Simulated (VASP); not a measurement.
Runs of VASP 6.6.1 on B. The structure is that of space group P6/mmm (No. 191), or close to it. The cells are those of the table. 

| task | cell | k mesh | cutoff (eV) | gap on the mesh (eV) | pressure (GPa) |
| --- | --- | --- | --- | --- | --- |
| single point | a = 2.852, b = 2.852, c = 2.806 Å, angles 90.0, 90.0, 120.0°, 3 atoms | 14 × 14 × 13 | 520 | none | 0.3 |
| single point | a = 2.774, b = 2.774, c = 2.729 Å, angles 90.0, 90.0, 120.0°, 3 atoms | 14 × 14 × 13 | 520 | none | 23.4 |
| single point | a = 2.962, b = 2.962, c = 2.914 Å, angles 90.0, 90.0, 120.0°, 3 atoms | 14 × 14 × 13 | 520 | none | (a) |
| relaxation of cell and atoms | relaxed from a = 3.333, b = 3.333, c = 2.043 Å, angles 90.0, 90.0, 120.0°, 3 atoms | 11 × 11 × 15 | 600 | none | -0.1 |
| single point | a = 2.926, b = 2.926, c = 2.879 Å, angles 90.0, 90.0, 120.0°, 3 atoms | 14 × 14 × 13 | 520 | none | -15.6 |

Alike in all rows: level PBEsol; potentials or basis VASP PAW PBE potentials, release 64 (B); no spin polarisation; smearing fermi-dirac 0.1 eV.

Task: Fill in the values left out.

Result: (a) -21.5.

Caveats: the PAW data sets were made with another functional, which shifts forces and pressure a little.

A gap of «none» marks levels without a gap at the run's occupations.
